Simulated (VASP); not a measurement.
Wanted: the native input for a VASP 6.6.1 run.

| Property | Result |
| --- | --- |
| Task | single point |
| Functional | PBEsol |
| Potentials or basis | VASP PAW PBE potentials, release 64 (Pb_d, Te) |
| Cutoff | 500 eV |
| k mesh | 6 × 6 × 6 |
| Occupations | gaussian, width 0.01 eV |
| Spin | no spin polarisation |
| Dipole correction | no |
| Further INCAR settings | ALGO = Normal; EDIFF = 1e-06; NBANDS = 17 |

The structure of TePb lies in POSCAR:

```
TePb
1.0
    0.0000000000      3.2219367678      3.2219367678
    3.2219367678      0.0000000000      3.2219367678
    3.2219367678      3.2219367678      0.0000000000
Pb Te
1 1
Direct
    0.0000000000      0.0000000000      0.0000000000
    0.5000000000      0.5000000000      0.5000000000
```

The input as run:

INCAR

```
ALGO = Normal
EDIFF = 1E-6
ENCUT = 500
GGA = PS
GGA_COMPAT = F
ISIF = 2
ISMEAR = 0
LASPH = T
LCHARG = F
LREAL = F
LWAVE = F
NBANDS = 17
NELM = 120
PREC = Accurate
SIGMA = 0.01
```

KPOINTS

```
k-points
0
Gamma
  6 6 6
```

Potentials or basis: VASP PAW PBE potentials, release 64 (Pb_d, Te).

Launch:

```sh
$ cat potpaw_PBE.64/Pb_d/POTCAR potpaw_PBE.64/Te/POTCAR > POTCAR
$ mpirun -np 1 vasp_std > vasp.out
```

It gave:

* Pressure: 0.0 GPa
* Band gap on the k mesh: 0.65 eV

Caveat: the PAW data sets were made with another functional, which shifts forces and pressure a little; spin-orbit coupling is left out, which moves the levels of the heavy elements.

It took 32 s on 1 thread of Intel Xeon 8259CL (shared host), peak memory 0.2 GiB.
